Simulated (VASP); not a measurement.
# WC3 in VASP: a series of runs

Runs on WC3. Level: PBE. Tasks: relaxation of cell and atoms, single point.

Program: VASP 6.6.1. These are calculated values, not measurements. Logs are shortened: lines on timing, memory, paths and dates and some standing lists are left out, and cuts for length are marked.

## Step 1: The cell of the first run

Symmetry: Pmm2, No. 25, orthorhombic system. The conventional cell has a = 2.863 Å, b = 3.722 Å, c = 3.776 Å, α = 90.00°, β = 90.00°, γ = 90.00°. Within 2.8 Å of W (site symmetry mm2) lie 8 C at 2.13 to 2.50 Å. C (site symmetry mm2) has 2 C at 1.50 Å within 2.0 Å. C (site symmetry m) has 2 C at 1.42 to 1.50 Å within 1.9 Å.

## Step 2: Relaxation of cell and atoms, PBE

INCAR reads:

```
ALGO = Normal
EDIFF = 1E-6
EDIFFG = -0.01
ENCUT = 600
GGA = PE
IBRION = 2
ISIF = 3
ISMEAR = 0
LASPH = True
LCHARG = False
LREAL = False
LWAVE = False
NELM = 100
NSW = 100
PREC = Accurate
SIGMA = 0.1
```

KPOINTS reads:

```
k-points
0
Gamma
  16 12 12
```

POSCAR reads:

```
WC3
1.0
    2.8632745201      0.0000000000      0.0000000000
    0.0000000000      3.7221677902      0.0000000000
    0.0000000000      0.0000000000      3.7762621407
W C
1 3
Direct
    0.0000000000      0.5000000000      0.0203942405
    0.5000000000      0.5000000000      0.5641566588
    0.5000000000      0.1910367357      0.3086402905
    0.5000000000      0.8089632643      0.3086402905
```

Potentials or basis: VASP PAW PBE potentials, release 64 (W_sv, C).

Launch:

```
$ cat potpaw_PBE.64/W_sv/POTCAR potpaw_PBE.64/C/POTCAR > POTCAR
$ mpirun -np 1 vasp_std > vasp.out
```

OUTCAR:

```text
EDIFF = 1E-6
   EDIFFG = -0.01
   ENCUT = 600
   GGA = PE
   IBRION = 2
   ISIF = 3
   ISMEAR = 0
   LASPH = True
   LREAL = False
   NELM = 100
   NSW = 100
   PREC = Accurate

 ion  position               nearest neighbor table
   1  0.000  0.500  0.020-   3 2.13   4 2.13   3 2.13   4 2.13   2 2.24   2 2.24   2 2.50   2 2.50

   2  0.500  0.500  0.564-   3 1.50   4 1.50   1 2.24   1 2.24   1 2.50   1 2.50
   3  0.500  0.191  0.309-   4 1.42   2 1.50   1 2.13   1 2.13
   4  0.500  0.809  0.309-   3 1.42   2 1.50   1 2.13   1 2.13

  LATTYP: Found a simple orthorhombic cell.
 ALAT       =     2.8632745201
 B/A-ratio  =     1.2999688867
 C/A-ratio  =     1.3188613646

  Lattice vectors:

 A1 = (   2.8632745201,   0.0000000000,   0.0000000000)
 A2 = (   0.0000000000,   3.7221677902,   0.0000000000)
 A3 = (   0.0000000000,   0.0000000000,   3.7762621407)

Analysis of symmetry for initial positions (statically):
=====================================================================
 Subroutine PRICEL returns:
 Original cell was already a primitive cell.

 Routine SETGRP: Setting up the symmetry group for a
 simple orthorhombic supercell.

 Subroutine GETGRP returns: Found  4 space group operations
 (whereof  4 operations were pure point group operations)
 out of a pool of  8 trial point group operations.

The static configuration has the point symmetry C_2v.

Analysis of symmetry for dynamics (positions and initial velocities):
=====================================================================
 Subroutine PRICEL returns:
 Original cell was already a primitive cell.

 Routine SETGRP: Setting up the symmetry group for a
 simple orthorhombic supercell.

 Subroutine GETGRP returns: Found  4 space group operations
 (whereof  4 operations were pure point group operations)
 out of a pool of  8 trial point group operations.

The dynamic configuration has the point symmetry C_2v.

 Subroutine INISYM returns: Found  4 space group operations
 (whereof  4 operations are pure point group operations),
 and found     1 'primitive' translations

----------------------------------------------------------------------------------------

                                     Primitive cell

  volume of cell :      40.2458

  direct lattice vectors                    reciprocal lattice vectors
     2.863274520  0.000000000  0.000000000     0.349250480  0.000000000  0.000000000
     0.000000000  3.722167790  0.000000000     0.000000000  0.268660645  0.000000000
     0.000000000  0.000000000  3.776262141     0.000000000  0.000000000  0.264812124

  length of vectors
     2.863274520  3.722167790  3.776262141     0.349250480  0.268660645  0.264812124

  position of ions in fractional coordinates (direct lattice)
     0.000000000  0.500000000  0.020394241
     0.500000000  0.500000000  0.564156659
     0.500000000  0.191036736  0.308640291
     0.500000000  0.808963264  0.308640291

  ion indices of the primitive-cell ions
   primitive index   ion index
                 1           1
                 2           2
                 3           3
                 4           4

----------------------------------------------------------------------------------------

 KPOINTS: k-points

Automatic generation of k-mesh.
 Grid dimensions read from file:
 generate k-points for:   16   12   12

 Generating k-lattice:

  Cartesian coordinates                     Fractional coordinates (reciprocal lattice)
     0.021828155  0.000000000  0.000000000     0.062500000  0.000000000  0.000000000
     0.000000000  0.022388387  0.000000000     0.000000000  0.083333333  0.000000000
     0.000000000  0.000000000  0.022067677     0.000000000  0.000000000  0.083333333

  Length of vectors
     0.021828155  0.022388387  0.022067677

  Shift w.r.t. Gamma in fractional coordinates (k-lattice)
     0.000000000  0.000000000  0.000000000

 Subroutine IBZKPT returns following result:
 ===========================================

 Found    441 irreducible k-points:

 Following reciprocal coordinates:
            Coordinates               Weight
  0.000000  0.000000  0.000000      1.000000
  0.062500  0.000000  0.000000      2.000000
  0.125000  0.000000  0.000000      2.000000
  0.187500  0.000000  0.000000      2.000000
  0.250000  0.000000  0.000000      2.000000
  0.312500  0.000000  0.000000      2.000000
[... 16 lines left out ...]
  0.250000  0.166667  0.000000      4.000000
  0.312500  0.166667  0.000000      4.000000
 [... further k-points ...]
   k-points           NKPTS =    441   k-points in BZ     NKDIM =    441   number of bands    NBANDS=     17
   number of dos      NEDOS =    301   number of ions     NIONS =      4
   total plane-waves  NPLWV =  21600
   dimension x,y,z NGX =    24 NGY =   30 NGZ =   30
   dimension x,y,z NGXF=    48 NGYF=   60 NGZF=   60
   ions per type =               1   3
   NGX,Y,Z   is equivalent  to a cutoff of  13.93, 13.40, 13.21 a.u.
   NGXF,Y,Z  is equivalent  to a cutoff of  27.87, 26.80, 26.41 a.u.
 SYSTEM =  unknown system
   PREC   = accura    normal or accurate (medium, high low for compatibility)
   ISTART =      0    job   : 0-new  1-cont  2-samecut
   ICHARG =      2    charge: 1-file 2-atom 10-const
   ISPIN  =      1    spin polarized calculation?
   LNONCOLLINEAR =      F non collinear calculations
   LSORBIT =      F    spin-orbit coupling
   LASPH  =      T    aspherical Exc in radial PAW
   ENCUT  =  600.0 eV  44.10 Ry    6.64 a.u.   5.72  7.43  7.54*2*pi/ulx,y,z
   NELM   =    100;   NELMIN=  2; NELMDL= -5     # of ELM steps
   EDIFF  = 0.1E-05   stopping-criterion for ELM
   LREAL  =      F    real-space projection
   EDIFFG = -.1E-01   stopping-criterion for IOM
   NSW    =    100    number of steps for IOM
   IBRION =      2    ionic relax: 0-MD 1-quasi-New 2-CG
   NFREE  =      1    steps in history (QN), initial steepest desc. (CG)
   ISIF   =      3    stress and relaxation
   ISYM   =      2    0-nonsym 1-usesym 2-fastsym
   POTIM  = 0.5000    time-step for ionic-motion
   TEBEG  =    0.0;   TEEND  =   0.0 temperature during run
   PSTRESS=    0.0 pullay stress
   NELECT =      26.0000    total number of electrons
   NUPDOWN=      -1.0000    fix difference up-down
   EMIN   =  10.00;   EMAX   =-10.00  energy-range for DOS
   EFERMI =   0.00;   METHOD = LEGACY
   ISMEAR =     0;   SIGMA  =   0.10  broadening in eV -4-tet -1-fermi 0-gaus
   EFERMI_NEDOS =   21; number of points for ismear=-14 and -15
   IALGO  =     38    algorithm
   IMIX   =      4    mixing-type and parameters
     AMIX     =   0.40;   BMIX     =  1.00
     AMIX_MAG =   1.60;   BMIX_MAG =  1.00
  volume/ion in A,a.u.               =      10.06        67.90
  Fermi-wavevector in a.u.,A,eV,Ry     =   1.415225  2.674388 27.250602  2.002863
  Thomas-Fermi vector in A             =   2.536686
   LORBIT       =      0    0 simple, 1 ext, 2 COOP (PROOUT), +10 PAW based schemes
   GGA     = PE    functional components
   LHFCALC =     F    Hartree Fock is set to
   AEXX    =    0.0000 exact exchange contribution
   IVDW    =     0    specifies the selected vdW correction
   LEPSILON=     F    determine dielectric tensor
   LRPA    =     F    only Hartree local field effects (RPA)
 conjugate gradient relaxation of ions
 non-spin polarized calculation
 Gauss-broadening in eV      SIGMA  =   0.10
  energy-cutoff  :      600.00
  volume of cell :       40.25
 maximum number of plane-waves:      1366
 NGX is ok and might be reduce to    24
   NGX = 11   NGY = 15   NGZ = 15

--------------------------------------- Ionic step        1  -------------------------------------------

 number of electron      25.9999997 magnetization

 Free energy of the ion-electron system (eV)
  ---------------------------------------------------
  ext. energy  EPLUGINS =         0.00000000
  ---------------------------------------------------
  free energy    TOTEN  =       -37.47169145 eV

  energy without entropy =      -37.46397080  energy(sigma->0) =      -37.46783112

------------------------ aborting loop because EDIFF is reached ----------------------------------------

  FORCE on cell =-STRESS in cart. coord.  units (eV):
  Direction    XX          YY          ZZ          XY          YZ          ZX
  --------------------------------------------------------------------------------------
  -------------------------------------------------------------------------------------
  Total       -0.0478771      0.2687412      0.3497699      0.0000000      0.0000000      0.0000000
  in kB       -1.9059738     10.6985203     13.9242524      0.0000000      0.0000000      0.0000000
  external PRESSURE =       7.5722663 kB  Pullay stress =       0.0000000 kB
[... 289 lines left out ...]
  energy  without entropy=      -37.4649238068  energy(sigma->0) =      -37.46871167

--------------------------------------- Ionic step        9  -------------------------------------------

 number of electron      25.9999997 magnetization

 Free energy of the ion-electron system (eV)
  ---------------------------------------------------
  ext. energy  EPLUGINS =         0.00000000
  ---------------------------------------------------
  free energy    TOTEN  =       -37.47250211 eV

  energy without entropy =      -37.46492568  energy(sigma->0) =      -37.46871389

 E-fermi :   7.8912     XC(G=0): -12.0182

 val. band max:        7.8893243817   @ k =   0.1250   0.2500   0.0833
 cond. band min:       7.8916967596   @ k =   0.1875   0.5000   0.0833
 fundamental gap:      0.0023723779
 Fermi energy:         7.8911556473

 k-point     1 :       0.0000    0.0000    0.0000
  band No.  band energies     occupation
      1     -66.3490      2.00000
      2     -30.7952      2.00000
      3     -30.5132      2.00000
      4     -30.2787      2.00000
      5      -9.7934      2.00000
      6      -3.6628      2.00000
[... 9 lines left out ...]
     16      10.7010      0.00000
     17      13.1410      0.00000
[... 443 lines left out ...]
      1     -66.3233      2.00000
      2     -30.7650      2.00000
      3     -30.7225      2.00000
      4     -30.4672      2.00000
      5      -8.5905      2.00000
      6      -4.1271      2.00000
[... 9 lines left out ...]
     16      11.7598      0.00000
     17      13.3836      0.00000

 [... further k-points ...]
[... 5 lines left out ...]
  --------------------------------------------------------------------------------------
  -------------------------------------------------------------------------------------
  Total       -0.0073738     -0.0010082      0.0002882      0.0000000      0.0000000      0.0000000
  in kB       -0.2927428     -0.0400249      0.0114436      0.0000000      0.0000000      0.0000000
  external PRESSURE =      -0.1071081 kB  Pullay stress =       0.0000000 kB
[... 19 lines left out ...]
  FREE ENERGIE OF THE ION-ELECTRON SYSTEM (eV)
  ---------------------------------------------------
  free  energy   TOTEN  =       -37.4725021084 eV

  energy  without entropy=      -37.4649256759  energy(sigma->0) =      -37.46871389

 reached required accuracy - stopping structural energy minimisation
```

Wall time 11 min (1 thread of Intel Xeon Platinum 8488C (Sapphire Rapids), shared host); peak memory 0.46 GiB.

Results:

| Item | Value |
| --- | --- |
| Free energy | -37.4725 eV |
| Relaxed volume | 10.09 Å³/atom |
| Relaxed cell | a = 2.858 Å, b = 3.728 Å, c = 3.787 Å, α = 90.00°, β = 90.00°, γ = 90.00° |
| Space group after relaxing (to 0.05 Å) | Pmm2 (No. 25) |
| Energy gained by relaxing | 0.2 meV/atom |
| Ionic steps | 9 |
| Pressure after relaxing | 0.0 GPa |
| Largest force after relaxing | 0.004 eV/Å |
| Band gap on the k mesh | zero (band 13 reaches 8.44 eV, above the bottom of band 14 at 7.10 eV) |

Forces in eV/Å, atoms in the order of the input:
```
W    0.000  0.000  0.001
C    0.000  0.000  0.004
C    0.000  0.001 -0.002
C    0.000 -0.001 -0.002
```

Step by step:
```csv
step,energy change (eV),largest force (eV/Å),pressure (GPa),volume (Å³)
1,0.0000,0.0578,0.76,40.25
2,0.0004,0.1533,-1.35,40.52
3,-0.0006,0.0468,-0.16,40.37
4,-0.0007,0.1064,-0.09,40.37
5,-0.0007,0.0411,-0.12,40.37
6,-0.0008,0.0355,0.17,40.33
7,-0.0008,0.0110,0.04,40.35
8,-0.0008,0.0116,0.04,40.35
9,-0.0008,0.0035,-0.01,40.36
```

Final structure:
```
W C
1.0
     2.85791    0.00000    0.00000
     0.00000    3.72842    0.00000
     0.00000    0.00000    3.78742
W C
1 3
Direct
  0.00000 0.50000 0.02025
  0.50000 0.50000 0.56381
  0.50000 0.19092 0.30888
  0.50000 0.80908 0.30888
```

Caveat: spin-orbit coupling is left out, which moves the levels of the heavy elements.

## Step 3: Single point, PBE

INCAR reads:

```
SYSTEM = WC3
PREC = Accurate ; ENCUT = 520
EDIFF = 1E-7 ; ISMEAR = 0
SIGMA = 0.1 ; LREAL = .False.
LASPH = .True. ; NELM = 100
ALGO = Normal ; ISIF = 2
LWAVE = .False. ; LCHARG = .False.
GGA = PE ; NBANDS = 21
```

KPOINTS reads:

```
regular mesh
0
Gamma
  4 6 6
  0 0 0
```

POSCAR reads:

```
WC3
1.0
    3.6898167584     -0.4963225700      0.2165159698
    0.3910030744      2.8266290521     -0.1643476746
   -0.1890044848      0.2480116540      3.7638548280
W C
1 3
Direct
    0.6391863686      1.1687383837     -0.0203370369
    0.6390708867      0.6677861645      0.4357967847
    0.3302703581      0.6689865197      0.6913543860
    0.9480375214      0.6689097594      0.6914126204
```

Potentials or basis: VASP PAW PBE potentials, release 64 (W_sv, C).

Launch:

```
$ cat potpaw_PBE.64/W_sv/POTCAR potpaw_PBE.64/C/POTCAR > POTCAR
$ mpirun -np 1 vasp_std > vasp.out
```

Wall time 24 s (1 thread of Intel Xeon 6975P-C (Granite Rapids), shared host); peak memory 0.18 GiB.

It converged, with:

```
Free energy            : -37.4664 eV
Pressure               : 0.7 GPa
Largest force          : 0.071 eV/Å
Band gap on the k mesh : zero (band 13 reaches 8.37 eV, above the bottom of band 14 at 7.26 eV)
```

Forces on the atoms (eV/Å):
```
W   -0.002  0.004  0.049
C    0.003  0.001 -0.018
C   -0.068  0.007 -0.020
C    0.067 -0.011 -0.011
```

Stress tensor (GPa, compression positive):
```
 0.61  0.00  0.02
 0.00  0.85 -0.03
 0.02 -0.03  0.76
```

Levels at points of the mesh, in eV from the Fermi level:
| k point | band 10 | band 11 | band 12 | band 13 | band 14 | band 15 | band 16 | band 17 |
| --- | --- | --- | --- | --- | --- | --- | --- | --- |
| (0.00, 0.00, 0.00) | -3.85 | -2.63 | -1.73 | -0.54 | -0.25 | 0.72 | 2.71 | 5.17 |
| (0.50, 0.00, 0.00) | -3.39 | -3.12 | -1.96 | -0.73 | -0.17 | -0.15 | 1.92 | 4.34 |
| (0.00, 0.50, 0.00) | -3.56 | -3.05 | -2.92 | -2.01 | 2.26 | 3.76 | 4.91 | 5.08 |
| (0.50, 0.50, 0.00) | -6.02 | -4.86 | -0.59 | 0.36 | 0.59 | 3.90 | 4.04 | 5.85 |
| (0.00, 0.00, 0.50) | -3.48 | -1.75 | -1.68 | -0.33 | 1.85 | 2.04 | 2.74 | 5.77 |
| (0.50, 0.00, 0.50) | -3.38 | -2.90 | -2.09 | -0.27 | 0.73 | 3.70 | 4.54 | 5.62 |
| (0.00, 0.50, 0.50) | -4.80 | -3.16 | -3.12 | -2.86 | -0.08 | 3.34 | 4.01 | 6.13 |
| (0.50, 0.50, 0.50) | -5.41 | -4.51 | -1.54 | -0.58 | 1.25 | 1.74 | 4.67 | 5.36 |

Caveat: the k points lie up to 0.42 Å⁻¹ apart; spin-orbit coupling is left out, which moves the levels of the heavy elements.

## Step 4: Single point, PBE

INCAR reads:

```
PREC     = Accurate       # precision mode
ENCUT    = 520            # plane-wave cutoff, eV
EDIFF    = 1E-6           # SCF threshold, eV
ISMEAR   = 0              # smearing method
SIGMA    = 0.1            # smearing width, eV
LREAL    = False          # projectors in reciprocal space
LASPH    = True           # aspherical terms in the spheres
NELM     = 100            # most SCF steps
ALGO     = Normal         # electronic algorithm
ISIF     = 2              # what is computed and relaxed
LWAVE    = False          # write WAVECAR
LCHARG   = False          # write CHGCAR
GGA      = PE             # functional
NBANDS   = 21             # bands
```

KPOINTS reads:

```
regular mesh
0
Gamma
  6 6 6
```

POSCAR reads:

```
WC3
1.0
    2.8632745201      0.0000000000      0.0000000000
    0.0000000000      3.7221677902      0.0000000000
    0.0000000000      0.0000000000      3.7762621407
W C
1 3
Direct
    0.0000000000      0.5000000000      0.0203942405
    0.5000000000      0.5000000000      0.5641566588
    0.5000000000      0.1910367357      0.3086402905
    0.5000000000      0.8089632643      0.3086402905
```

Launch:

```
$ cat potpaw_PBE.64/W_sv/POTCAR potpaw_PBE.64/C/POTCAR > POTCAR
$ mpirun -np 1 vasp_std > vasp.out
```

Run time: 17 s. Hardware: 1 thread of Intel Xeon 6975P-C (Granite Rapids), shared host; peak memory 0.17 GiB.

The run converged. Its results:

* Free energy: -37.4804 eV
* Pressure: 0.8 GPa
* Largest force: 0.063 eV/Å
* Band gap on the k mesh: zero (band 13 reaches 8.41 eV, above the bottom of band 14 at 7.26 eV)

Forces in eV/Å, atoms in the order of the input:
```
W    0.000  0.000 -0.063
C    0.000  0.000  0.013
C    0.000 -0.030  0.025
C    0.000  0.030  0.025
```

Stress tensor (GPa, compression positive):
```
0.89 0.00 0.00
0.00 0.47 0.00
0.00 0.00 0.95
```

Levels at points of the mesh, in eV from the Fermi level:
```tsv
k point	band 11	band 12	band 13	band 14	band 15	band 16
(0.00, 0.00, 0.00)	-2.52	-1.65	-0.46	-0.17	0.79	2.81
(0.50, 0.00, 0.00)	-2.96	-2.85	-1.90	2.33	3.87	4.97
(0.00, 0.50, 0.00)	-3.07	-1.90	-0.65	-0.08	-0.03	1.99
(0.50, 0.50, 0.00)	-4.76	-0.50	0.48	0.67	3.99	4.09
(0.00, 0.00, 0.50)	-1.64	-1.59	-0.26	1.94	2.11	2.81
(0.50, 0.00, 0.50)	-3.06	-3.04	-2.75	0.00	3.41	4.10
(0.00, 0.50, 0.50)	-2.85	-1.99	-0.14	0.81	3.76	4.62
(0.50, 0.50, 0.50)	-4.41	-1.45	-0.48	1.35	1.82	4.72
```

Caveat: the k points lie up to 0.37 Å⁻¹ apart; spin-orbit coupling is left out, which moves the levels of the heavy elements.

(Continued in part 2 of 2.)
